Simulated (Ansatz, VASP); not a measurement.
One calculation of MnHg, two programs

```xyz
2
Lattice="3.2241 0.0000 0.0000 0.0000 3.2241 0.0000 0.0000 0.0000 3.2241" Properties=species:S:1:pos:R:3 pbc="T T T"
Mn    1.6121    1.6121    1.6121
Hg    0.0000    0.0000    0.0000
```

Alike in both runs: task single point; functional PBEsol; k mesh 12 × 12 × 12; occupations gaussian, width 0.1 eV; collinear spin.

|  | VASP | Ansatz |
| --- | --- | --- |
| version | VASP 6.6.1 | Ansatz 0.2.0 |
| potentials or method | VASP PAW PBE potentials, release 64 (Mn_pv, Hg), cutoff 520 eV | scalar-relativistic, plane waves, PAW |
| valence electrons in the cell | 25 | 35 |

```csv
,VASP,Ansatz,Ansatz less VASP
gap on the k mesh at the Fermi level (eV),none,none,-
pressure (GPa),2.4,1.6,-0.76
net moment per atom (μB),1.85,1.85,-0.001
size of the moment on the site where the two differ most (μB),0.06,0.02,-0.038
```

VASP's potentials were made for PBE, not for PBEsol. Site moments also hang on the region over which each program counts them. A gap of «none» marks a metal or a gap that the smearing closes. VASP's potentials hold 25 valence electrons a cell and Ansatz's 35, so a difference there can come from the potentials and not from the codes.

Neither program's run includes spin-orbit coupling.
